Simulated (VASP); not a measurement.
Input of a VASP 6.6.1 run:

File POSCAR:

```
Au
1.0
    0.0000000000      2.0856442700      2.0856442700
    2.0856442700      0.0000000000      2.0856442700
    2.0856442700      2.0856442700      0.0000000000
Au
1
Direct
    0.0000000000      0.0000000000      0.0000000000
```

Contents of INCAR.step1:

```
  ALGO = Normal
  EDIFF = 1E-5
  ENCUT = 550
  GGA = PE
  GGA_COMPAT = F
  ISMEAR = 0
  LASPH = T
  LCHARG = F
  LREAL = F
  LWAVE = T
  NBANDS = 12
  NELM = 120
  PREC = Accurate
  SIGMA = 0.1
```

The input INCAR.step2:

```
  ALGO = Normal
  EDIFF = 1E-6
  ENCUT = 550
  GGA_COMPAT = F
  ISIF = 2
  ISMEAR = 0
  ISTART = 1
  LASPH = T
  LCHARG = F
  LMIXTAU = T
  LREAL = F
  LWAVE = F
  METAGGA = R2SCAN
  NBANDS = 12
  NELM = 120
  PREC = Accurate
  SIGMA = 0.1
```

Contents of KPOINTS:

```
k-points
0
Gamma
  8 8 8
```

Potentials or basis: VASP PAW PBE potentials, release 64 (Au).

The run is started by

```bash
$ cat potpaw_PBE.64/Au/POTCAR > POTCAR
$ cp INCAR.step1 INCAR
$ mpirun -np 1 vasp_std > vasp.out
$ cp INCAR.step2 INCAR
$ mpirun -np 1 vasp_std > vasp.out
```

**Question.** Estimate the pressure.

**Answer.** -3.8 GPa.

Caveat: the PAW data sets were made with another functional, which shifts forces and pressure a little.
